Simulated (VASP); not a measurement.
Sn8O15 (a cell with a defect), 23 atoms in the cell. The cell holds a defect, 23 atoms: a = 6.827 Å, b = 6.827 Å, c = 6.482 Å, α = 90.00°, β = 90.00°, γ = 89.07°. 

```yaml
Program: VASP 6.6.1
Task: single point
Functional: PBEsol
Potentials_or_basis: VASP PAW PBE potentials, release 64 (Sn_d, O)
Cutoff: 520 eV
k_mesh: 2 × 2 × 2
Occupations: fermi-dirac, width 0.05 eV
Spin: no spin polarisation
Dipole_correction: no
Charge: 2
Further_INCAR_settings: LREAL = Auto; ALGO = Normal; EDIFF = 1e-06; NBANDS = 118; NELECT = 200.0
```

Potentials or basis: VASP PAW PBE potentials, release 64 (Sn_d, O).

Command:

```console
$ cat potpaw_PBE.64/Sn_d/POTCAR potpaw_PBE.64/O/POTCAR > POTCAR
$ mpirun -np 1 vasp_std > vasp.out
```

Hardware: 1 thread of Oxide Virtual Turin-like Processor, with other jobs on the host.

Q: Estimate the wall time of this run.

A: Wall time 9 min on 1 thread of Oxide Virtual Turin-like Processor, with other jobs on the host, peak memory 0.41 GiB. Counts: scf iterations 16, k points 8.
